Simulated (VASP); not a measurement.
# ZnF2 (P4_2/mnm) in VASP: further runs

Runs on ZnF2. Level: r2SCAN. Tasks: single point.

Everything below comes from runs of VASP 6.6.1. Logs are shortened: lines on timing, memory, paths and dates and some standing lists are left out, and cuts for length are marked.

## (1) The cell of the first run

Symmetry: P4_2/mnm, No. 136, tetragonal system. The conventional cell has a = 4.608 Å, b = 4.608 Å, c = 3.191 Å, α = 90.00°, β = 90.00°, γ = 90.00°. Zn (site symmetry mmm) has 6 F at 1.98 to 2.05 Å within 2.6 Å. Within 2.6 Å of F (site symmetry m2m) lie 3 Zn at 1.98 to 2.05 Å and 1 F at 2.56 Å.

## (2) Single point, r2SCAN (biaxial strain in the a-b plane: -2.0 %, then relaxed in part)

Contents of POSCAR:

```
ZnF2
1.0
    4.6084562669      0.0000000000      0.0000000000
    0.0000000000      4.6084562669      0.0000000000
    0.0000000000      0.0000000000      3.1907855034
Zn F
2 4
Direct
    0.5000000000      0.5000000000      0.5000000000
    0.0000000000      0.0000000000      0.0000000000
    0.6964508677      0.6964508677      0.0000000000
    0.8035491323      0.1964508677      0.5000000000
    0.3035491323      0.3035491323      0.0000000000
    0.1964508677      0.8035491323      0.5000000000
```

Contents of INCAR.step1:

```
  PREC = Accurate
  ENCUT = 660
  ISMEAR = 0
  SIGMA = 0.02
  LREAL = F
  LASPH = T
  NELM = 120
  NBANDS = 35
  GGA = PE
  ALGO = Normal
  EDIFF = 1E-5
  LWAVE = T
  LCHARG = F
  GGA_COMPAT = F
```

Contents of INCAR.step2:

```
  PREC = Accurate
  ENCUT = 660
  EDIFF = 1E-6
  ISMEAR = 0
  SIGMA = 0.02
  LREAL = F
  LASPH = T
  NELM = 120
  ALGO = Normal
  ISIF = 2
  LWAVE = F
  LCHARG = T
  METAGGA = R2SCAN
  LMIXTAU = T
  LELF = T
  LVHAR = T
  NBANDS = 35
  ISTART = 1
  GGA_COMPAT = F
```

Contents of KPOINTS:

```
regular mesh
0
Gamma
  6 6 8
```

Potentials or basis: VASP PAW PBE potentials, release 64 (Zn, F).

Command:

```bash
$ cat potpaw_PBE.64/Zn/POTCAR potpaw_PBE.64/F/POTCAR > POTCAR
$ cp INCAR.step1 INCAR
$ mpirun -np 1 vasp_std > vasp.out
$ cp INCAR.step2 INCAR
$ mpirun -np 1 vasp_std > vasp.out
```

OUTCAR:

```text
PREC = Accurate
   ENCUT = 660
   EDIFF = 1E-6
   ISMEAR = 0
   LREAL = F
   LASPH = T
   NELM = 120
   ISIF = 2
   METAGGA = R2SCAN
   ISTART = 1

 ion  position               nearest neighbor table
   1  0.500  0.500  0.500-   4 1.98   6 1.98   5 2.05   3 2.05   3 2.05   5 2.05
   2  0.000  0.000  0.000-   3 1.98   5 1.98   4 2.05   6 2.05   4 2.05   6 2.05
   3  0.696  0.696  0.000-   2 1.98   1 2.05   1 2.05
   4  0.804  0.196  0.500-   1 1.98   2 2.05   2 2.05
   5  0.304  0.304  0.000-   2 1.98   1 2.05   1 2.05
   6  0.196  0.804  0.500-   1 1.98   2 2.05   2 2.05

  LATTYP: Found a simple tetragonal cell.
 ALAT       =     4.6084562669
 C/A-ratio  =     0.6923762142

  Lattice vectors:

 A1 = (   4.6084562669,   0.0000000000,   0.0000000000)
 A2 = (   0.0000000000,   4.6084562669,   0.0000000000)
 A3 = (   0.0000000000,   0.0000000000,   3.1907855034)

Analysis of symmetry for initial positions (statically):
=====================================================================
 Subroutine PRICEL returns:
 Original cell was already a primitive cell.

 Routine SETGRP: Setting up the symmetry group for a
 simple tetragonal supercell.

 Subroutine GETGRP returns: Found 16 space group operations
 (whereof  8 operations were pure point group operations)
 out of a pool of 16 trial point group operations.

The static configuration has the point symmetry D_2h.
 The point group associated with its full space group is D_4h.

Analysis of symmetry for dynamics (positions and initial velocities):
=====================================================================
 Subroutine PRICEL returns:
 Original cell was already a primitive cell.

 Routine SETGRP: Setting up the symmetry group for a
 simple tetragonal supercell.

 Subroutine GETGRP returns: Found 16 space group operations
 (whereof  8 operations were pure point group operations)
 out of a pool of 16 trial point group operations.

The dynamic configuration has the point symmetry D_2h.
 The point group associated with its full space group is D_4h.

 Subroutine INISYM returns: Found 16 space group operations
 (whereof  8 operations are pure point group operations),
 and found     1 'primitive' translations

----------------------------------------------------------------------------------------

                                     Primitive cell

  volume of cell :      67.7655

  direct lattice vectors                    reciprocal lattice vectors
     4.608456267  0.000000000  0.000000000     0.216992403  0.000000000  0.000000000
     0.000000000  4.608456267  0.000000000     0.000000000  0.216992403  0.000000000
     0.000000000  0.000000000  3.190785503     0.000000000  0.000000000  0.313402452

  length of vectors
     4.608456267  4.608456267  3.190785503     0.216992403  0.216992403  0.313402452

  position of ions in fractional coordinates (direct lattice)
     0.500000000  0.500000000  0.500000000
     0.000000000  0.000000000  0.000000000
     0.696450868  0.696450868  0.000000000
     0.803549132  0.196450868  0.500000000
     0.303549132  0.303549132  0.000000000
     0.196450868  0.803549132  0.500000000

  ion indices of the primitive-cell ions
   primitive index   ion index
                 1           1
                 2           2
                 3           3
                 4           4
                 5           5
                 6           6

----------------------------------------------------------------------------------------

 KPOINTS: regular mesh

Automatic generation of k-mesh.
 Grid dimensions read from file:
 generate k-points for:    6    6    8

 Generating k-lattice:

  Cartesian coordinates                     Fractional coordinates (reciprocal lattice)
     0.036165401  0.000000000  0.000000000     0.166666667  0.000000000  0.000000000
     0.000000000  0.036165401  0.000000000     0.000000000  0.166666667  0.000000000
     0.000000000  0.000000000  0.039175306     0.000000000  0.000000000  0.125000000

  Length of vectors
     0.036165401  0.036165401  0.039175306

  Shift w.r.t. Gamma in fractional coordinates (k-lattice)
     0.000000000  0.000000000  0.000000000

 Subroutine IBZKPT returns following result:
 ===========================================

 Found     50 irreducible k-points:

 Following reciprocal coordinates:
            Coordinates               Weight
  0.000000  0.000000  0.000000      1.000000
  0.166667  0.000000  0.000000      4.000000
  0.333333  0.000000  0.000000      4.000000
  0.500000  0.000000  0.000000      2.000000
  0.166667  0.166667  0.000000      4.000000
  0.333333  0.166667  0.000000      8.000000
[... 16 lines left out ...]
  0.333333  0.000000  0.250000      8.000000
  0.500000  0.000000  0.250000      4.000000
 [... further k-points ...]
   k-points           NKPTS =     50   k-points in BZ     NKDIM =     50   number of bands    NBANDS=     35
   number of dos      NEDOS =    301   number of ions     NIONS =      6
   total plane-waves  NPLWV =  44800
   dimension x,y,z NGX =    40 NGY =   40 NGZ =   28
   dimension x,y,z NGXF=    80 NGYF=   80 NGZF=   56
   ions per type =               2   4
   NGX,Y,Z   is equivalent  to a cutoff of  14.43, 14.43, 14.59 a.u.
   NGXF,Y,Z  is equivalent  to a cutoff of  28.86, 28.86, 29.18 a.u.
 SYSTEM =  unknown system
   PREC   = accura    normal or accurate (medium, high low for compatibility)
   ISTART =      1    job   : 0-new  1-cont  2-samecut
   ICHARG =      0    charge: 1-file 2-atom 10-const
   ISPIN  =      1    spin polarized calculation?
   LNONCOLLINEAR =      F non collinear calculations
   LSORBIT =      F    spin-orbit coupling
   LASPH  =      T    aspherical Exc in radial PAW
   ENCUT  =  660.0 eV  48.51 Ry    6.96 a.u.   9.65  9.65  6.68*2*pi/ulx,y,z
   NELM   =    120;   NELMIN=  2; NELMDL=  0     # of ELM steps
   EDIFF  = 0.1E-05   stopping-criterion for ELM
   LREAL  =      F    real-space projection
   EDIFFG = 0.1E-04   stopping-criterion for IOM
   NSW    =      0    number of steps for IOM
   IBRION =     -1    ionic relax: 0-MD 1-quasi-New 2-CG
   NFREE  =      0    steps in history (QN), initial steepest desc. (CG)
   ISIF   =      2    stress and relaxation
   ISYM   =      2    0-nonsym 1-usesym 2-fastsym
   POTIM  = 0.5000    time-step for ionic-motion
   TEBEG  =    0.0;   TEEND  =   0.0 temperature during run
   PSTRESS=    0.0 pullay stress
   NELECT =      52.0000    total number of electrons
   NUPDOWN=      -1.0000    fix difference up-down
   EMIN   =  10.00;   EMAX   =-10.00  energy-range for DOS
   EFERMI =   0.00;   METHOD = LEGACY
   ISMEAR =     0;   SIGMA  =   0.02  broadening in eV -4-tet -1-fermi 0-gaus
   EFERMI_NEDOS =   21; number of points for ismear=-14 and -15
   IALGO  =     38    algorithm
   IMIX   =      4    mixing-type and parameters
     AMIX     =   0.40;   BMIX     =  1.00
     AMIX_MAG =   1.60;   BMIX_MAG =  1.00
  volume/ion in A,a.u.               =      11.29        76.22
  Fermi-wavevector in a.u.,A,eV,Ry     =   1.498786  2.832296 30.563595  2.246361
  Thomas-Fermi vector in A             =   2.610500
   LORBIT       =      0    0 simple, 1 ext, 2 COOP (PROOUT), +10 PAW based schemes
   METAGGA = R2SCAN    functional components
   LHFCALC =     F    Hartree Fock is set to
   AEXX    =    0.0000 exact exchange contribution
   IVDW    =     0    specifies the selected vdW correction
   LEPSILON=     F    determine dielectric tensor
   LRPA    =     F    only Hartree local field effects (RPA)
 non-spin polarized calculation
 Gauss-broadening in eV      SIGMA  =   0.02
  energy-cutoff  :      660.00
  volume of cell :       67.77
 maximum number of plane-waves:      2649
 NGX is ok and might be reduce to    40
   NGX = 19   NGY = 19   NGZ = 13

 number of electron      51.9999982 magnetization

 Free energy of the ion-electron system (eV)
  ---------------------------------------------------
  ext. energy  EPLUGINS =         0.00000000
  ---------------------------------------------------
  free energy    TOTEN  =       -45.65555686 eV

  energy without entropy =      -45.65555686  energy(sigma->0) =      -45.65555686

 E-fermi :  -1.2007     XC(G=0): -11.0990

 val. band max:       -1.3431581626   @ k =   0.0000   0.0000   0.0000
 cond. band min:       2.8434631986   @ k =   0.0000   0.0000   0.0000
 fundamental gap:      4.1866213612
 Fermi energy:        -1.2007003956

 k-point     1 :       0.0000    0.0000    0.0000
  band No.  band energies     occupation
      1     -24.6874      2.00000
      2     -23.8777      2.00000
      3     -23.8777      2.00000
      4     -23.8574      2.00000
      5      -7.8401      2.00000
      6      -6.9973      2.00000
[... 27 lines left out ...]
     34      14.7768      0.00000
     35      15.0993      0.00000

 k-point     2 :       0.1667    0.0000    0.0000
  band No.  band energies     occupation
      1     -24.6426      2.00000
      2     -23.9795      2.00000
      3     -23.8697      2.00000
      4     -23.8144      2.00000
      5      -7.6977      2.00000
      6      -6.9432      2.00000
[... 27 lines left out ...]
     34      14.9563      0.00000
     35      15.2687      0.00000

 k-point     3 :       0.3333    0.0000    0.0000
  band No.  band energies     occupation
      1     -24.5176      2.00000
      2     -24.1455      2.00000
      3     -23.8488      2.00000
      4     -23.8064      2.00000
      5      -7.3181      2.00000
      6      -6.8244      2.00000
[... 27 lines left out ...]
     34      15.4539      0.00000
     35      16.0085      0.00000
[... 723 lines left out ...]
 k-point    23 :       0.3333    0.0000    0.2500
  band No.  band energies     occupation
      1     -24.3705      2.00000
      2     -24.0826      2.00000
      3     -23.8537      2.00000
      4     -23.8442      2.00000
      5      -7.0043      2.00000
      6      -6.5800      2.00000
[... 27 lines left out ...]
     34      14.3036      0.00000
     35      14.7144      0.00000

 k-point    24 :       0.5000    0.0000    0.2500
  band No.  band energies     occupation
      1     -24.2296      2.00000
      2     -24.2296      2.00000
      3     -23.8474      2.00000
      4     -23.8474      2.00000
      5      -6.6096      2.00000
      6      -6.6096      2.00000
[... 27 lines left out ...]
     34      13.8375      0.00000
     35      15.9281      0.00000

 [... further k-points ...]

------------------------ aborting loop because EDIFF is reached ----------------------------------------

  FORCE on cell =-STRESS in cart. coord.  units (eV):
  Direction    XX          YY          ZZ          XY          YZ          ZX
  --------------------------------------------------------------------------------------
  -------------------------------------------------------------------------------------
  Total        1.3948261      1.3948261      0.1741851      0.0000000      0.0000000      0.0000000
  in kB       32.9778318     32.9778318      4.1182542      0.0000000      0.0000000      0.0000000
  external PRESSURE =      23.3579726 kB  Pullay stress =       0.0000000 kB

 VOLUME and BASIS-vectors are now :
 -----------------------------------------------------------------------------
  energy-cutoff  :      660.00
  volume of cell :       67.77
      direct lattice vectors                 reciprocal lattice vectors
     4.608456267  0.000000000  0.000000000     0.216992403  0.000000000  0.000000000
     0.000000000  4.608456267  0.000000000     0.000000000  0.216992403  0.000000000
     0.000000000  0.000000000  3.190785503     0.000000000  0.000000000  0.313402452

 POSITION                                       TOTAL-FORCE (eV/Angst)
 -----------------------------------------------------------------------------------
      2.30423      2.30423      1.59539         0.000000     -0.000000     -0.000000
      0.00000      0.00000      0.00000         0.000000     -0.000000     -0.000000
      3.20956      3.20956      0.00000        -0.003928     -0.003928     -0.000000
      3.70312      0.90534      1.59539         0.003928     -0.003928     -0.000000
      1.39889      1.39889      0.00000         0.003928      0.003928      0.000000
      0.90534      3.70312      1.59539        -0.003928      0.003928      0.000000
 -----------------------------------------------------------------------------------
    total drift:                               -0.000000      0.000000      0.000000

  FREE ENERGIE OF THE ION-ELECTRON SYSTEM (eV)
  ---------------------------------------------------
  free  energy   TOTEN  =       -45.6555568585 eV

  energy  without entropy=      -45.6555568585  energy(sigma->0) =      -45.65555686
```

Wall time 3.4 min (1 thread of Intel Xeon 6975P-C (Granite Rapids), shared host); peak memory 0.29 GiB.

What came out:

| Property | Result |
| --- | --- |
| Free energy | -45.6556 eV |
| Pressure | 2.3 GPa |
| Largest force | 0.006 eV/Å |
| Band gap on the k mesh | 4.19 eV |

Forces in eV/Å, atoms in the order of the input:
```
Zn   0.000  0.000  0.000
Zn   0.000  0.000  0.000
F   -0.004 -0.004  0.000
F    0.004 -0.004  0.000
F    0.004  0.004  0.000
F   -0.004  0.004  0.000
```

Stress tensor (GPa, compression positive):
```
3.30 0.00 0.00
0.00 3.30 0.00
0.00 0.00 0.41
```

Caveat: the cell differs from its parent crystal (biaxial strain in the a-b plane: -2.0 %, then relaxed in part); the PAW data sets were made with another functional, which shifts forces and pressure a little.

## (3) Single point, r2SCAN (biaxial strain in the a-b plane: -1.0 %)

Contents of POSCAR:

```
ZnF2
1.0
    4.6554813309      0.0000000000      0.0000000000
    0.0000000000      4.6554813309      0.0000000000
    0.0000000000      0.0000000000      3.1461143816
Zn F
2 4
Direct
    0.5000000000      0.5000000000      0.5000000000
    0.0000000000      0.0000000000      0.0000000000
    0.6968813135      0.6968813135      0.0000000000
    0.8031186865      0.1968813135      0.5000000000
    0.3031186865      0.3031186865      0.0000000000
    0.1968813135      0.8031186865      0.5000000000
```

Contents of INCAR.step1:

```
PREC = Accurate
ENCUT = 660
ISMEAR = 0
SIGMA = 0.02
LREAL = False
LASPH = True
NELM = 120
NBANDS = 35
GGA = PE
ALGO = Normal
EDIFF = 1E-5
LWAVE = True
LCHARG = False
GGA_COMPAT = False
```

Contents of INCAR.step2:

```
PREC = Accurate
ENCUT = 660
EDIFF = 1E-6
ISMEAR = 0
SIGMA = 0.02
LREAL = False
LASPH = True
NELM = 120
ALGO = Normal
ISIF = 2
LWAVE = False
LCHARG = False
METAGGA = R2SCAN
LMIXTAU = True
NBANDS = 35
ISTART = 1
GGA_COMPAT = False
```

Contents of KPOINTS:

```
Automatic mesh
0
Gamma
  6 6 8
```

Potentials or basis: VASP PAW PBE potentials, release 64 (Zn, F).

Command:

```bash
$ cat potpaw_PBE.64/Zn/POTCAR potpaw_PBE.64/F/POTCAR > POTCAR
$ cp INCAR.step1 INCAR
$ mpirun -np 1 vasp_std > vasp.out
$ cp INCAR.step2 INCAR
$ mpirun -np 1 vasp_std > vasp.out
```

Run time: 3.3 min. Hardware: 1 thread of Intel Xeon 6975P-C (Granite Rapids), shared host; peak memory 0.29 GiB.

It converged, with:

* Free energy: -45.6756 eV
* Pressure: 1.9 GPa
* Largest force: 0.004 eV/Å
* Band gap on the k mesh: 4.21 eV

Forces in eV/Å, atoms in the order of the input:
```
Zn   0.000  0.000  0.000
Zn   0.000  0.000  0.000
F    0.003  0.003  0.000
F   -0.003  0.003  0.000
F   -0.003 -0.003  0.000
F    0.003 -0.003  0.000
```

Stress tensor (GPa, compression positive):
```
2.17 0.00 0.00
0.00 2.17 0.00
0.00 0.00 1.28
```

Levels at points of the mesh, in eV from the valence-band top:
```
           k point  band 23  band 24  band 25  band 26  band 27  band 28  band 29  band 30
(0.00, 0.00, 0.00)    -1.46    -0.44    -0.44     0.00     4.21    10.28    10.37    10.37
(0.50, 0.00, 0.00)    -0.68    -0.68    -0.54    -0.54     6.88     6.88    11.29    11.29
(0.50, 0.50, 0.00)    -1.44    -1.44    -0.45    -0.45     7.90     7.90     9.86     9.86
(0.00, 0.00, 0.50)    -1.35    -1.35    -1.29    -1.29     9.10     9.10    12.92    12.92
(0.50, 0.00, 0.50)    -1.49    -1.49    -0.09    -0.09     9.72     9.72    11.17    11.17
(0.50, 0.50, 0.50)    -1.35    -1.35    -0.80    -0.80     9.07     9.07    12.21    12.21
```

Caveat: the cell differs from its parent crystal (biaxial strain in the a-b plane: -1.0 %); the PAW data sets were made with another functional, which shifts forces and pressure a little. A k mesh can miss the band edges.

(Continued in part 2 of 2.)
